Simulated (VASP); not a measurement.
Wanted: the native input for a VASP 6.6.1 run.

| Property | Result |
| --- | --- |
| Task | single point |
| Functional | HSE06 |
| Potentials or basis | VASP PAW PBE potentials, release 64 (Ga_d, As) |
| Cutoff | 520 eV |
| k mesh | 6 × 6 × 6 |
| Occupations | gaussian, width 0.01 eV |
| Spin | no spin polarisation |
| Dipole correction | no |
| Grid for exact exchange (PRECFOCK) | Normal |
| Further INCAR settings | ALGO = Normal; EDIFF = 1e-06; NBANDS = 16 |
| Share of exact exchange | 0.25 |
| Screening parameter | 0.2079 1/Å |

The system is GaAs.

```
Ga As
1.0
     0.00000    2.79824    2.86252
     2.79824    0.00000    2.86252
     2.79824    2.79824    0.00000
Ga As
1 1
Direct
  0.00000 0.00000 0.00000
  0.25000 0.25000 0.25000
```

This cell differs from its parent crystal: epitaxial xy strain -1.2%.

One way to write it, as run:

POSCAR

```
GaAs
1.0
    0.0000000000      2.7982381481      2.8625222354
    2.7982381481      0.0000000000      2.8625222354
    2.7982381481      2.7982381481      0.0000000000
Ga As
1 1
Direct
    0.0000000000      0.0000000000      0.0000000000
    0.2500000000      0.2500000000      0.2500000000
```

INCAR.step1

```
  PREC = Accurate
  ENCUT = 520
  EDIFF = 1E-5
  ISMEAR = 0
  SIGMA = 0.01
  LREAL = F
  LASPH = T
  NELM = 100
  ALGO = Normal
  ISIF = 2
  LWAVE = T
  LCHARG = F
  NBANDS = 16
  GGA = PE
```

INCAR.step2

```
  PREC = Accurate
  ENCUT = 520
  EDIFF = 1E-6
  ISMEAR = 0
  SIGMA = 0.01
  LREAL = F
  LASPH = T
  NELM = 100
  ALGO = Normal
  ISIF = 2
  LWAVE = F
  LCHARG = F
  GGA = PE
  LHFCALC = T
  HFSCREEN = 0.2079
  PRECFOCK = Normal
  NBANDS = 16
  ISTART = 1
```

KPOINTS

```
regular mesh
0
Gamma
  6 6 6
```

Potentials or basis: VASP PAW PBE potentials, release 64 (Ga_d, As).

Run with:

```sh
$ cat potpaw_PBE.64/Ga_d/POTCAR potpaw_PBE.64/As/POTCAR > POTCAR
$ cp INCAR.step1 INCAR
$ mpirun -np 1 vasp_std > vasp.out
$ cp INCAR.step2 INCAR
$ mpirun -np 1 vasp_std > vasp.out
```

Results of the run:

* Pressure: 1.6 GPa
* Band gap on the k mesh: 1.43 eV

Caveat: the cell differs from its parent crystal (epitaxial xy strain -1.2%); the PAW data sets were made with another functional, which shifts forces and pressure a little.

Run time: 2.4 h on 1 thread of Oxide Virtual Turin-like Processor, with other jobs on the host, peak memory 0.27 GiB.
